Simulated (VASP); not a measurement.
# Ga (I4/mmm) in VASP: further runs, part 2 of 2

VASP 6.6.1. Earlier steps stand in the parts before.

## (3) Single point, PBEsol, non-collinear spin, zero start, spin-orbit coupling

Input file INCAR:

```
  PREC = Accurate
  ENCUT = 520
  EDIFF = 1E-7
  ISMEAR = -1
  SIGMA = 0.05
  LREAL = F
  LASPH = T
  NELM = 150
  ALGO = Fast
  ISIF = 2
  LWAVE = F
  LCHARG = F
  LNONCOLLINEAR = T
  MAGMOM = 0 0 0
  LORBIT = 11
  LSORBIT = T
  GGA_COMPAT = F
  LORBMOM = T
  GGA = PS
  NBANDS = 24
```

Input file KPOINTS:

```
regular mesh
0
Gamma
  10 10 10
```

Input file POSCAR:

```
Ga
1.0
   -1.3843987196      1.3843987196      2.3112238365
    1.3843987196     -1.3843987196      2.3112238365
    1.3843987196      1.3843987196     -2.3112238365
Ga
1
Direct
    0.0000000000      0.0000000000      0.0000000000
```

Potentials or basis: VASP PAW PBE potentials, release 64 (Ga_d).

The run is started by

```sh
$ cat potpaw_PBE.64/Ga_d/POTCAR > POTCAR
$ mpirun -np 1 vasp_ncl > vasp.out
```

OUTCAR:

```text
PREC = Accurate
   ENCUT = 520
   EDIFF = 1E-7
   ISMEAR = -1
   LREAL = F
   LASPH = T
   NELM = 150
   ISIF = 2
   LNONCOLLINEAR = T
   LORBIT = 11
   LSORBIT = T
   GGA = PS

 ion  position               nearest neighbor table
   1  0.000  0.000  0.000-

  LATTYP: Found a body centered tetragonal cell.
 ALAT       =     2.7687974392
 C/A-ratio  =     1.6694784557

  Lattice vectors:

 A1 = (  -1.3843987196,   1.3843987196,   2.3112238365)
 A2 = (   1.3843987196,  -1.3843987196,   2.3112238365)
 A3 = (   1.3843987196,   1.3843987196,  -2.3112238365)

Analysis of symmetry for initial positions (statically):
=====================================================================
 Subroutine PRICEL returns:
 Original cell was already a primitive cell.

 Routine SETGRP: Setting up the symmetry group for a
 body centered tetragonal supercell.

 Subroutine GETGRP returns: Found 16 space group operations
 (whereof 16 operations were pure point group operations)
 out of a pool of 16 trial point group operations.

The static configuration has the point symmetry D_4h.

Analysis of symmetry for dynamics (positions and initial velocities):
=====================================================================
 Subroutine PRICEL returns:
 Original cell was already a primitive cell.

 Routine SETGRP: Setting up the symmetry group for a
 body centered tetragonal supercell.

 Subroutine GETGRP returns: Found 16 space group operations
 (whereof 16 operations were pure point group operations)
 out of a pool of 16 trial point group operations.

The dynamic configuration has the point symmetry D_4h.

Analysis of structural, dynamic, and magnetic symmetry:
=====================================================================
 Subroutine PRICEL returns:
 Original cell was already a primitive cell.

 Routine SETGRP: Setting up the symmetry group for a
 body centered tetragonal supercell.

 Subroutine GETGRP returns: Found 16 space group operations
 (whereof 16 operations were pure point group operations)
 out of a pool of 16 trial point group operations.

The overall configuration has the point symmetry D_4h.

 Subroutine INISYM returns: Found 16 space group operations
 (whereof 16 operations are pure point group operations),
 and found     1 'primitive' translations

----------------------------------------------------------------------------------------

                                     Primitive cell

  volume of cell :      17.7184

  direct lattice vectors                    reciprocal lattice vectors
    -1.384398720  1.384398720  2.311223836     0.000000000  0.361167627  0.216335602
     1.384398720 -1.384398720  2.311223836     0.361167627  0.000000000  0.216335602
     1.384398720  1.384398720 -2.311223836     0.361167627  0.361167627  0.000000000

  length of vectors
     3.029005654  3.029005654  3.029005654     0.421002550  0.421002550  0.510768156

  position of ions in fractional coordinates (direct lattice)
     0.000000000  0.000000000  0.000000000

  ion indices of the primitive-cell ions
[... 92 lines left out ...]
   IMIX   =      4    mixing-type and parameters
     AMIX     =   0.40;   BMIX     =  1.00
     AMIX_MAG =   1.60;   BMIX_MAG =  1.00
  volume/ion in A,a.u.               =      17.72       119.57
  Fermi-wavevector in a.u.,A,eV,Ry     =   1.476549  2.790273 29.663375  2.180197
  Thomas-Fermi vector in A             =   2.591062
   LORBIT       =     11    0 simple, 1 ext, 2 COOP (PROOUT), +10 PAW based schemes
   GGA     = PS    functional components
   LHFCALC =     F    Hartree Fock is set to
   AEXX    =    0.0000 exact exchange contribution
   IVDW    =     0    specifies the selected vdW correction
   LEPSILON=     F    determine dielectric tensor
   LRPA    =     F    only Hartree local field effects (RPA)
 RMM-DIIS sequential band-by-band and
  energy-cutoff  :      520.00
  volume of cell :       17.72
 maximum number of plane-waves:       984
   NGX = 11   NGY = 11   NGZ = 11

 number of electron      13.0000000 magnetization       0.0000000      0.0000000      0.0000000

 number of electron      12.9999997 magnetization       0.0000000     -0.0000000     -0.0000000

 number of electron      12.9999997 magnetization      -0.0000000      0.0000000      0.0000000

 Free energy of the ion-electron system (eV)
  ---------------------------------------------------
  ext. energy  EPLUGINS =         0.00000000
  ---------------------------------------------------
  free energy    TOTEN  =        -3.33332281 eV

  energy without entropy =       -3.32970159  energy(sigma->0) =       -3.33151220

 E-fermi :   5.9422     XC(G=0): -11.4671

 val. band max:        5.9220001736   @ k =   0.5000   0.3000   0.0000
 cond. band min:       5.9626151669   @ k =   0.5000   0.5000   0.2000
 fundamental gap:      0.0406149933
 Fermi energy:         5.9422343338

 k-point     1 :       0.0000    0.0000    0.0000
  band No.  band energies     occupation
      1      -9.1861      1.00000
      2      -9.1861      1.00000
      3      -9.1367      1.00000
      4      -9.1367      1.00000
      5      -8.7251      1.00000
      6      -8.7251      1.00000
[... 637 lines left out ...]
     23      25.1391      0.00000
     24      25.1391      0.00000

 [... further k-points ...]
[... 5 lines left out ...]
  --------------------------------------------------------------------------------------
  -------------------------------------------------------------------------------------
  Total        0.1505108      0.1505108     -0.2462411      0.0000000     -0.0000000      0.0000000
  in kB       13.6098712     13.6098712    -22.2662313      0.0000000     -0.0000000      0.0000000
  external PRESSURE =       1.6511703 kB  Pullay stress =       0.0000000 kB

 VOLUME and BASIS-vectors are now :
 -----------------------------------------------------------------------------
  energy-cutoff  :      520.00
  volume of cell :       17.72
      direct lattice vectors                 reciprocal lattice vectors
    -1.384398720  1.384398720  2.311223836     0.000000000  0.361167627  0.216335602
     1.384398720 -1.384398720  2.311223836     0.361167627  0.000000000  0.216335602
     1.384398720  1.384398720 -2.311223836     0.361167627  0.361167627  0.000000000

 POSITION                                       TOTAL-FORCE (eV/Angst)
 -----------------------------------------------------------------------------------
      0.00000      0.00000      0.00000        -0.000000     -0.000000      0.000000
 -----------------------------------------------------------------------------------
    total drift:                                0.000000      0.000000     -0.000000

  FREE ENERGIE OF THE ION-ELECTRON SYSTEM (eV)
  ---------------------------------------------------
  free  energy   TOTEN  =        -3.3333228117 eV

  energy  without entropy=       -3.3297015873  energy(sigma->0) =       -3.33151220

 orbital moment (x)

 # of ion     p       d       tot
 ----------------------------------------
  1        -0.000  -0.000  -0.000
 ----------------------------------------
           -0.000  -0.000  -0.000

 orbital moment (y)

 # of ion     p       d       tot
 ----------------------------------------
  1         0.000   0.000   0.000
 ----------------------------------------
            0.000   0.000   0.000

 orbital moment (z)

 # of ion     p       d       tot
 ----------------------------------------
  1         0.000   0.000   0.000
 ----------------------------------------
            0.000   0.000   0.000

 Spin-Orbit-Coupling matrix elements

 Ion:    1  E_soc:     -0.0108838
 l=   1
     0.0000000    -0.0009865    -0.0009813
    -0.0009865     0.0000000    -0.0009865
    -0.0009813    -0.0009865     0.0000000
 l=   2
     0.0000000    -0.0001679     0.0000000    -0.0001679    -0.0006693
    -0.0001679     0.0000000    -0.0004965    -0.0001656    -0.0001620
     0.0000000    -0.0004965     0.0000000    -0.0004965     0.0000000
    -0.0001679    -0.0001656    -0.0004965     0.0000000    -0.0001620
    -0.0006693    -0.0001620     0.0000000    -0.0001620     0.0000000
 l=   3
     0.0000000     0.0000000     0.0000000     0.0000000     0.0000000     0.0000000     0.0000000
     0.0000000     0.0000000     0.0000000     0.0000000     0.0000000     0.0000000     0.0000000
     0.0000000     0.0000000     0.0000000     0.0000000     0.0000000     0.0000000     0.0000000
     0.0000000     0.0000000     0.0000000     0.0000000     0.0000000     0.0000000     0.0000000
     0.0000000     0.0000000     0.0000000     0.0000000     0.0000000     0.0000000     0.0000000
     0.0000000     0.0000000     0.0000000     0.0000000     0.0000000     0.0000000     0.0000000
     0.0000000     0.0000000     0.0000000     0.0000000     0.0000000     0.0000000     0.0000000

 total charge

# of ion       s       p       d       tot
------------------------------------------
    1        1.018   0.582   9.966  11.566

 magnetization (x)

# of ion       s       p       d       tot
------------------------------------------
    1       -0.000   0.000   0.000   0.000

 magnetization (y)

# of ion       s       p       d       tot
------------------------------------------
    1        0.000  -0.000   0.000  -0.000

 magnetization (z)

# of ion       s       p       d       tot
------------------------------------------
    1        0.000   0.000   0.000   0.000
```

stdout:

```text
POSCAR found type information on POSCAR Ga
 POSCAR found :  1 types and       1 ions
 scaLAPACK will be used
 -----------------------------------------------------------------------------
|                                                                             |
|                                                                             |
|     You enforced a specific xc type in the INCAR file but a different       |
|     I HOPE YOU KNOW WHAT YOU ARE DOING!                                     |
|                                                                             |
 -----------------------------------------------------------------------------

 LDA part: xc-table for (Slater+PW92), standard interpolation
 POSCAR, INCAR and KPOINTS ok, starting setup
 FFT: planning ... GRIDC
 FFT: planning ... GRID_SOFT
 FFT: planning ... GRID
 WAVECAR not read
 entering main loop
WARNING in EDDRMM: call to ZHEGV failed, returncode =   6  3     22
WARNING in EDDRMM: call to ZHEGV failed, returncode =   6  3     21
 num prob  num prob  num prob  num prob  num prob  num prob  num prob RMM:  12    -0.333332285121E+01   -0.13957E-06   -0.19779E-06  7886   0.155E-02    0.465E-04
 num prob  num prob  num prob  num prob  num prob  num prob  num prob  num prob  num prob  num prob  num prob  num prob  num prob  num prob  num prob  num prob  num prob RMM:  13    -0.333332281172E+01    0.39497E-07   -0.36918E-07  5477   0.747E-03
```

It took 65 s on 1 thread of Intel Xeon Platinum 8488C (Sapphire Rapids), shared host; peak memory 0.23 GiB.

Results:

| Item | Value |
| --- | --- |
| Free energy | -3.3333 eV |
| Pressure | 0.2 GPa |
| Net moment | 0.00 μB per cell |
| Valence electrons inside the program's atomic spheres | Ga 11.57 |

Moments on the atoms (μB; x, y, z):
```
Ga  0.00 0.00 0.00
```

Caveat: the PAW data sets were made with another functional, which shifts forces and pressure a little.

## (4) Single point, HSE06

POSCAR is that of step 3.

Input file INCAR.step1:

```
PREC = Accurate
ENCUT = 520
EDIFF = 1E-5
ISMEAR = -1
SIGMA = 0.05
LREAL = False
LASPH = True
NELM = 60
ALGO = Normal
ISIF = 2
LWAVE = True
NBANDS = 12
GGA = PE
```

Input file INCAR.step2:

```
PREC = Accurate
ENCUT = 520
EDIFF = 1E-7
ISMEAR = -1
SIGMA = 0.05
LREAL = False
LASPH = True
NELM = 60
ALGO = Normal
ISIF = 2
LWAVE = False
LCHARG = True
GGA = PE
LHFCALC = True
HFSCREEN = 0.2079
PRECFOCK = Normal
LELF = True
LVHAR = True
NBANDS = 12
ISTART = 1
```

Input file KPOINTS:

```
regular mesh
0
Gamma
  7 7 7
```

The run is started by

```sh
$ cat potpaw_PBE.64/Ga_d/POTCAR > POTCAR
$ cp INCAR.step1 INCAR
$ mpirun -np 1 vasp_std > vasp.out
$ cp INCAR.step2 INCAR
$ mpirun -np 1 vasp_std > vasp.out
```

It took 63 min on 1 thread of AMD EPYC 7R13 (Zen 3), shared host; peak memory 0.23 GiB.

It converged, with:

```
Free energy : -3.2608 eV
Pressure    : 2.6 GPa
```

Stress tensor (GPa, compression positive):
```
 5.31  0.00  0.00
 0.00  5.31  0.00
 0.00  0.00 -2.85
```

Levels at points of the mesh, in eV from the Fermi level:
```tsv
k point	band 3	band 4	band 5	band 6	band 7	band 8	band 9	band 10
(0.00, 0.00, 0.00)	-17.78	-17.78	-17.61	-12.98	13.99	14.23	14.23	17.32
```

Caveat: the k points lie up to 0.46 Å⁻¹ apart; the PAW data sets were made with another functional, which shifts forces and pressure a little.

## (5) The runs side by side

```csv
level,potentials or basis,spin,k mesh,grid for exact exchange (PRECFOCK),screening parameter,pressure (GPa),moment (μB)
LDA,"VASP PAW LDA potentials, release 64 (Ga_d)","non-collinear, zero start, SOC",10 × 10 × 10,-,-,-1.9,0.00
PBEsol,"VASP PAW PBE potentials, release 64 (Ga_d)","non-collinear, zero start, SOC",10 × 10 × 10,-,-,0.2,0.00
HSE06,"VASP PAW PBE potentials, release 64 (Ga_d)",off,7 × 7 × 7,Normal,0.2079 1/Å,2.6,-
```

Alike in all rows: task single point; cell as given; cutoff (eV) 520; smearing fermi-dirac 0.05 eV.

Caveats: some runs use coarse meshes; the PAW data sets were made with another functional, which shifts forces and pressure a little (some runs).

Absolute energies hang on the potentials; compare differences alone.
